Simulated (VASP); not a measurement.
A run of VASP 6.6.1:

File INCAR:

```
SYSTEM = Ti
PREC = Accurate
ENCUT = 520
EDIFF = 1E-6
ISMEAR = -1
SIGMA = 0.1
LREAL = .False.
LASPH = .True.
NELM = 80
ALGO = Normal
ISIF = 2
LWAVE = .False.
LCHARG = .True.
LELF = .True.
LVHAR = .True.
NBANDS = 25
```

File KPOINTS:

```
Automatic mesh
0
Gamma
  5 5 7
  0 0 0
```

POSCAR

```
Ti
1.0
    4.6000000000      0.0000000000      0.0000000000
   -2.3000000000      3.9837200000      0.0000000000
    0.0000000000      0.0000000000      2.8200000000
Ti
3
Direct
    0.0000000000      0.0000000000      0.0000000000
    0.3333333333      0.6666666667      0.5000000000
    0.6666666667      0.3333333333      0.5000000000
```

Potentials or basis: VASP PAW LDA potentials, release 64 (Ti_sv).

Launch:

```sh
$ cat potpaw_LDA.64/Ti_sv/POTCAR > POTCAR
$ mpirun -np 1 vasp_std > vasp.out
```

Hardware: 1 thread of AMD EPYC 9R45, on a shared host.

Question: Estimate the wall time of this run.

Answer: It took 75 s on 1 thread of AMD EPYC 9R45, on a shared host, peak memory 0.13 GiB. Counts: scf iterations 15, k points 20.
